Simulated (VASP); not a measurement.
Runs of VASP 6.6.1 on CsBe3. The structure is that of space group Pm-3m (No. 221), or close to it. The cells are those of the table. 

| task | cell | k mesh | cutoff (eV) | gap on the mesh (eV) | pressure (GPa) | relaxed volume (Å³/atom) |
| --- | --- | --- | --- | --- | --- | --- |
| relaxation of cell and atoms | relaxed from a = 4.055 Å, 4 atoms | 4 × 4 × 4 | 600 | none | 0.1 | (a) |
| single point | a = 4.633 Å, 4 atoms | 10 × 10 × 10 | 520 | none | 0.0 | - |
| single point | a = 4.055 Å, 4 atoms | 4 × 4 × 4 | 520 | none | 10.2 | - |
| single point | a = 4.582 Å, 4 atoms | 4 × 4 × 4 | 520 | none | 0.4 | - |
| relaxation of cell and atoms | relaxed from a = 4.582 Å, 4 atoms | 10 × 10 × 10 | 600 | none | 0.0 | 24.85 |

Alike in all rows: level PBE; potentials or basis VASP PAW PBE potentials, release 64 (Cs_sv, Be); no spin polarisation; smearing gaussian 0.1 eV.

Question: Estimate the missing entries.

Answer: (a) 24.38.

Caveats: some runs use coarse meshes; spin-orbit coupling is left out, which moves the levels of the heavy elements; the volume moved by over 15 % at a fixed basis, so the end points are rough (at least some runs).

A k mesh can miss the band edges, and the runs leave out spin-orbit coupling on Cs.

A gap of «none» marks levels without a gap at the run's occupations.
